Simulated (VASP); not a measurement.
# NbAs (Fm-3m) in VASP: density of states with PBE

Aim: the density of states of NbAs with PBE.

Everything below comes from runs of VASP 6.6.1. Logs are shortened: lines on timing, memory, paths and dates and some standing lists are left out, and cuts for length are marked.

**1. The cell of the first run**

The structure is cubic, space group Fm-3m (No. 225). The conventional cell has a = 5.276 Å, b = 5.276 Å, c = 5.276 Å, α = 90.00°, β = 90.00°, γ = 90.00°. Within 3.5 Å of Nb (site symmetry m-3m) lie 6 As at 2.64 Å. As (site symmetry m-3m) has 6 Nb at 2.64 Å within 3.5 Å.

**2. Density of states, PBE, non-collinear spin, zero start, spin-orbit coupling**

POSCAR reads:

```
NbAs
1.0
    0.0000000000      2.6377696511      2.6377696511
    2.6377696511      0.0000000000      2.6377696511
    2.6377696511      2.6377696511      0.0000000000
Nb As
1 1
Direct
    0.5000000000      0.5000000000      0.5000000000
    0.0000000000      0.0000000000      0.0000000000
```

INCAR.step1 reads:

```
SYSTEM = NbAs
PREC = Accurate
ENCUT = 520
EDIFF = 1E-7
ISMEAR = 0
SIGMA = 0.05
LREAL = .False.
LASPH = .True.
NELM = 150
ALGO = Normal
ISIF = 2
LWAVE = .False.
LCHARG = .True.
MAGMOM = 0 0 0 0 0 0
LSORBIT = .True.
GGA_COMPAT = .False.
LORBMOM = .True.
LMAXMIX = 4
GGA = PE
NBANDS = 30
```

KPOINTS.step1 reads:

```
Automatic mesh
0
Gamma
  12 12 12
  0 0 0
```

INCAR.step2 reads:

```
SYSTEM = NbAs
PREC = Accurate
ENCUT = 520
EDIFF = 1E-7
ISMEAR = -5
SIGMA = 0.05
LREAL = .False.
LASPH = .True.
NELM = 150
ALGO = Normal
ISIF = 2
LWAVE = .False.
LCHARG = .False.
MAGMOM = 0 0 0 0 0 0
LORBIT = 11
LSORBIT = .True.
GGA_COMPAT = .False.
LORBMOM = .True.
LMAXMIX = 4
GGA = PE
NEDOS = 1001
ICHARG = 11
```

KPOINTS.step2 reads:

```
Automatic mesh
0
Gamma
  18 18 18
  0 0 0
```

Potentials or basis: VASP PAW PBE potentials, release 64 (Nb_sv, As).

Run with:

```sh
$ cat potpaw_PBE.64/Nb_sv/POTCAR potpaw_PBE.64/As/POTCAR > POTCAR
$ cp INCAR.step1 INCAR
$ cp KPOINTS.step1 KPOINTS
$ mpirun -np 1 vasp_ncl > vasp.out
$ cp INCAR.step2 INCAR
$ cp KPOINTS.step2 KPOINTS
$ mpirun -np 1 vasp_ncl > vasp.out
```

OUTCAR:

```text
SYSTEM = NbAs
   PREC = Accurate
   ENCUT = 520
   EDIFF = 1E-7
   ISMEAR = -5
   LREAL = .False.
   LASPH = .True.
   NELM = 150
   ISIF = 2
   LORBIT = 11
   LSORBIT = .True.
   GGA = PE
   ICHARG = 11

 ion  position               nearest neighbor table
   1  0.500  0.500  0.500-   2 2.64   2 2.64   2 2.64   2 2.64   2 2.64   2 2.64
   2  0.000  0.000  0.000-   1 2.64   1 2.64   1 2.64   1 2.64   1 2.64   1 2.64

  LATTYP: Found a face centered cubic cell.
 ALAT       =     5.2755393022

  Lattice vectors:

 A1 = (   0.0000000000,   2.6377696511,   2.6377696511)
 A2 = (   2.6377696511,   0.0000000000,   2.6377696511)
 A3 = (   2.6377696511,   2.6377696511,   0.0000000000)

Analysis of symmetry for initial positions (statically):
=====================================================================
 Subroutine PRICEL returns:
 Original cell was already a primitive cell.

 Routine SETGRP: Setting up the symmetry group for a
 face centered cubic supercell.

 Subroutine GETGRP returns: Found 48 space group operations
 (whereof 48 operations were pure point group operations)
 out of a pool of 48 trial point group operations.

The static configuration has the point symmetry O_h .

Analysis of symmetry for dynamics (positions and initial velocities):
=====================================================================
 Subroutine PRICEL returns:
 Original cell was already a primitive cell.

 Routine SETGRP: Setting up the symmetry group for a
 face centered cubic supercell.

 Subroutine GETGRP returns: Found 48 space group operations
 (whereof 48 operations were pure point group operations)
 out of a pool of 48 trial point group operations.

The dynamic configuration has the point symmetry O_h .

Analysis of structural, dynamic, and magnetic symmetry:
=====================================================================
 Subroutine PRICEL returns:
 Original cell was already a primitive cell.

 Routine SETGRP: Setting up the symmetry group for a
 face centered cubic supercell.

 Subroutine GETGRP returns: Found 48 space group operations
 (whereof 48 operations were pure point group operations)
 out of a pool of 48 trial point group operations.

The overall configuration has the point symmetry O_h .

 Subroutine INISYM returns: Found 48 space group operations
 (whereof 48 operations are pure point group operations),
 and found     1 'primitive' translations

----------------------------------------------------------------------------------------

                                     Primitive cell

  volume of cell :      36.7063

  direct lattice vectors                    reciprocal lattice vectors
     0.000000000  2.637769651  2.637769651    -0.189554080  0.189554080  0.189554080
     2.637769651  0.000000000  2.637769651     0.189554080 -0.189554080  0.189554080
     2.637769651  2.637769651  0.000000000     0.189554080  0.189554080 -0.189554080

  length of vectors
     3.730369615  3.730369615  3.730369615     0.328317298  0.328317298  0.328317298

  position of ions in fractional coordinates (direct lattice)
     0.500000000  0.500000000  0.500000000
     0.000000000  0.000000000  0.000000000

  ion indices of the primitive-cell ions
   primitive index   ion index
                 1           1
                 2           2

----------------------------------------------------------------------------------------

 KPOINTS: Automatic mesh

Automatic generation of k-mesh.
 Grid dimensions read from file:
 generate k-points for:   18   18   18

 Generating k-lattice:

  Cartesian coordinates                     Fractional coordinates (reciprocal lattice)
    -0.010530782  0.010530782  0.010530782     0.055555556  0.000000000  0.000000000
     0.010530782 -0.010530782  0.010530782     0.000000000  0.055555556  0.000000000
     0.010530782  0.010530782 -0.010530782     0.000000000  0.000000000  0.055555556

  Length of vectors
     0.018239850  0.018239850  0.018239850

  Shift w.r.t. Gamma in fractional coordinates (k-lattice)
     0.000000000  0.000000000  0.000000000

 TETIRR: Found    806 inequivalent tetrahedra from    34992

 Subroutine IBZKPT returns following result:
 ===========================================

 Found    195 irreducible k-points:

 Following reciprocal coordinates:
            Coordinates               Weight
  0.000000  0.000000  0.000000      1.000000
  0.055556  0.000000  0.000000      8.000000
  0.111111  0.000000  0.000000      8.000000
  0.166667  0.000000  0.000000      8.000000
  0.222222  0.000000  0.000000      8.000000
  0.277778  0.000000  0.000000      8.000000
[... 16 lines left out ...]
 -0.277778  0.055556  0.000000     24.000000
[... 29 lines left out ...]
   TEBEG  =    0.0;   TEEND  =   0.0 temperature during run
   PSTRESS=    0.0 pullay stress
   NELECT =      18.0000    total number of electrons
   NUPDOWN=      -1.0000    fix difference up-down
   EMIN   =  10.00;   EMAX   =-10.00  energy-range for DOS
   EFERMI =   0.00;   METHOD = LEGACY
   ISMEAR =    -5;   SIGMA  =   0.05  broadening in eV -4-tet -1-fermi 0-gaus
   EFERMI_NEDOS =   21; number of points for ismear=-14 and -15
   IALGO  =     38    algorithm
   IMIX   =      4    mixing-type and parameters
     AMIX     =   0.40;   BMIX     =  1.00
     AMIX_MAG =   1.60;   BMIX_MAG =  1.00
  volume/ion in A,a.u.               =      18.35       123.85
  Fermi-wavevector in a.u.,A,eV,Ry     =   1.290978  2.439594 22.675795  1.666624
  Thomas-Fermi vector in A             =   2.422776
   LORBIT       =     11    0 simple, 1 ext, 2 COOP (PROOUT), +10 PAW based schemes
   GGA     = PE    functional components
   LHFCALC =     F    Hartree Fock is set to
   AEXX    =    0.0000 exact exchange contribution
   IVDW    =     0    specifies the selected vdW correction
   LEPSILON=     F    determine dielectric tensor
   LRPA    =     F    only Hartree local field effects (RPA)
 Fermi weights with tetrahedron method with Bloechl corrections
  energy-cutoff  :      520.00
  volume of cell :       36.71
 maximum number of plane-waves:      2008

 number of electron      17.9999998 magnetization      -0.0000000     -0.0000000     -0.0000000

 Free energy of the ion-electron system (eV)
  ---------------------------------------------------
  ext. energy  EPLUGINS =         0.00000000
  ---------------------------------------------------
  free energy    TOTEN  =       -15.46560479 eV

  energy without entropy =      -15.46560479  energy(sigma->0) =      -15.46560479

 E-fermi :   9.7095     XC(G=0): -11.5589

 val. band max:        9.7004822883   @ k =  -0.2778   0.4444   0.1667
 cond. band min:       9.6621496468   @ k =   0.1667   0.0000   0.0000
 fundamental gap:     -0.0383326415
 Fermi energy:         9.7095301673

 k-point     1 :       0.0000    0.0000    0.0000
  band No.  band energies     occupation
      1     -46.1163      1.00000
      2     -46.1163      1.00000
      3     -23.5362      1.00000
      4     -23.5362      1.00000
      5     -21.4775      1.00000
      6     -21.4775      1.00000
[... 685 lines left out ...]
     25      13.5557      0.00000
     26      13.5557      0.00000

 [... further k-points ...]

------------------------ aborting loop because EDIFF is reached ----------------------------------------

  FORCE on cell =-STRESS in cart. coord.  units (eV):
  Direction    XX          YY          ZZ          XY          YZ          ZX
  --------------------------------------------------------------------------------------
  -------------------------------------------------------------------------------------
  Total        0.0469148      0.0469148      0.0469148      0.0000000     -0.0000000      0.0000000
  in kB        2.0477616      2.0477616      2.0477616      0.0000000     -0.0000000      0.0000000
  external PRESSURE =       2.0477616 kB  Pullay stress =       0.0000000 kB

 VOLUME and BASIS-vectors are now :
 -----------------------------------------------------------------------------
  energy-cutoff  :      520.00
  volume of cell :       36.71
      direct lattice vectors                 reciprocal lattice vectors
     0.000000000  2.637769651  2.637769651    -0.189554080  0.189554080  0.189554080
     2.637769651  0.000000000  2.637769651     0.189554080 -0.189554080  0.189554080
     2.637769651  2.637769651  0.000000000     0.189554080  0.189554080 -0.189554080

 POSITION                                       TOTAL-FORCE (eV/Angst)
 -----------------------------------------------------------------------------------
      2.63777      2.63777      2.63777        -0.000000      0.000000     -0.000000
      0.00000      0.00000      0.00000         0.000000     -0.000000      0.000000
 -----------------------------------------------------------------------------------
    total drift:                                0.000000      0.000000      0.000000

  FREE ENERGIE OF THE ION-ELECTRON SYSTEM (eV)
  ---------------------------------------------------
  free  energy   TOTEN  =       -15.4656047926 eV

  energy  without entropy=      -15.4656047926  energy(sigma->0) =      -15.46560479

 orbital moment (x)

 # of ion     p       d       tot
 ----------------------------------------
  1         0.000  -0.000  -0.000
  2         0.000  -0.000  -0.000
 ----------------------------------------
            0.000  -0.000  -0.000

 orbital moment (y)

 # of ion     p       d       tot
 ----------------------------------------
  1         0.000   0.000   0.000
  2         0.000   0.000   0.000
 ----------------------------------------
            0.000   0.000   0.000

 orbital moment (z)

 # of ion     p       d       tot
 ----------------------------------------
  1         0.000   0.000   0.000
  2         0.000   0.000   0.000
 ----------------------------------------
            0.000   0.000   0.000

 Spin-Orbit-Coupling matrix elements

 Ion:    1  E_soc:     -0.1737172
 l=   1
     0.0000000    -0.0264668    -0.0264668
    -0.0264668     0.0000000    -0.0264668
    -0.0264668    -0.0264668     0.0000000
 l=   2
     0.0000000    -0.0005687     0.0000000    -0.0005687    -0.0019174
    -0.0005687     0.0000000    -0.0014380    -0.0005687    -0.0004793
     0.0000000    -0.0014380     0.0000000    -0.0014380     0.0000000
    -0.0005687    -0.0005687    -0.0014380     0.0000000    -0.0004793
    -0.0019174    -0.0004793     0.0000000    -0.0004793     0.0000000
 l=   3
     0.0000000     0.0000000     0.0000000     0.0000000     0.0000000     0.0000000     0.0000000
     0.0000000     0.0000000     0.0000000     0.0000000     0.0000000     0.0000000     0.0000000
     0.0000000     0.0000000     0.0000000     0.0000000     0.0000000     0.0000000     0.0000000
     0.0000000     0.0000000     0.0000000     0.0000000     0.0000000     0.0000000     0.0000000
     0.0000000     0.0000000     0.0000000     0.0000000     0.0000000     0.0000000     0.0000000
     0.0000000     0.0000000     0.0000000     0.0000000     0.0000000     0.0000000     0.0000000
     0.0000000     0.0000000     0.0000000     0.0000000     0.0000000     0.0000000     0.0000000

 Ion:    2  E_soc:     -0.0257195
 l=   1
     0.0000000    -0.0042926    -0.0042926
    -0.0042926     0.0000000    -0.0042926
    -0.0042926    -0.0042926     0.0000000
 l=   2
     0.0000000    -0.0000045     0.0000000    -0.0000045     0.0000106
    -0.0000045     0.0000000     0.0000079    -0.0000045     0.0000026
     0.0000000     0.0000079     0.0000000     0.0000079     0.0000000
    -0.0000045    -0.0000045     0.0000079     0.0000000     0.0000026
     0.0000106     0.0000026     0.0000000     0.0000026     0.0000000
 l=   3
     0.0000000     0.0000000     0.0000000     0.0000000     0.0000000     0.0000000     0.0000000
     0.0000000     0.0000000     0.0000000     0.0000000     0.0000000     0.0000000     0.0000000
     0.0000000     0.0000000     0.0000000     0.0000000     0.0000000     0.0000000     0.0000000
     0.0000000     0.0000000     0.0000000     0.0000000     0.0000000     0.0000000     0.0000000
     0.0000000     0.0000000     0.0000000     0.0000000     0.0000000     0.0000000     0.0000000
     0.0000000     0.0000000     0.0000000     0.0000000     0.0000000     0.0000000     0.0000000
     0.0000000     0.0000000     0.0000000     0.0000000     0.0000000     0.0000000     0.0000000

 total charge

# of ion       s       p       d       tot
------------------------------------------
    1        2.130   5.986   2.518  10.634
    2        1.197   1.640   0.075   2.911
--------------------------------------------------
tot          3.327   7.627   2.592  13.546

 magnetization (x)

# of ion       s       p       d       tot
------------------------------------------
    1        0.000   0.000  -0.000  -0.000
    2       -0.000   0.000   0.000   0.000
--------------------------------------------------
tot         -0.000   0.000  -0.000   0.000

 magnetization (y)

# of ion       s       p       d       tot
------------------------------------------
    1        0.000   0.000   0.000   0.000
    2       -0.000  -0.000   0.000  -0.000
--------------------------------------------------
tot          0.000  -0.000   0.000  -0.000

 magnetization (z)

# of ion       s       p       d       tot
------------------------------------------
    1       -0.000   0.000   0.000  -0.000
    2        0.000   0.000   0.000   0.000
--------------------------------------------------
tot         -0.000   0.000   0.000   0.000
```

Run time: 7.5 min. Hardware: 1 thread of Intel Xeon 6975P-C, shared host; peak memory 0.43 GiB.

Results:

```yaml
Net_moment: 0.00 μB per cell
Valence_electrons_inside_the_program's_atomic_spheres: Nb 10.63; As 2.91
```

Moments on the atoms (μB; x, y, z):
```
Nb  0.00 0.00 0.00
As  0.00 0.00 0.00
```
